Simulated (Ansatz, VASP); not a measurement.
**Sn: VASP beside Ansatz**

```xyz
1
Lattice="-1.8189 1.8189 2.0462 1.8189 -1.8189 2.0462 1.8189 1.8189 -2.0462" Properties=species:S:1:pos:R:3 pbc="T T T"
Sn    0.0000    0.0000    0.0000
```

Change from the starting cell: strain -0.040 along x and y, +0.080 along z, atoms carried along.

Alike in both runs: task single point; functional PBEsol; dispersion D3(BJ); k mesh 18 × 18 × 18; occupations gaussian, width 0.15 eV; no spin polarisation.

|  | VASP | Ansatz |
| --- | --- | --- |
| version | VASP 6.6.1 | Ansatz 0.2.0 |
| potentials or method | VASP PAW PBE potentials, release 64 (Sn_d), cutoff 520 eV | scalar-relativistic, plane waves, PAW |
| valence electrons in the cell | 14 | 14 |

|  | VASP | Ansatz | Ansatz less VASP |
| --- | --- | --- | --- |
| gap on the k mesh at the Fermi level (eV) | none | none | - |
| pressure (GPa) | -4.1 | -4.1 | 0.00 |

VASP's potentials were made for PBE, not for PBEsol. A gap of «none» marks a metal or a gap that the smearing closes.
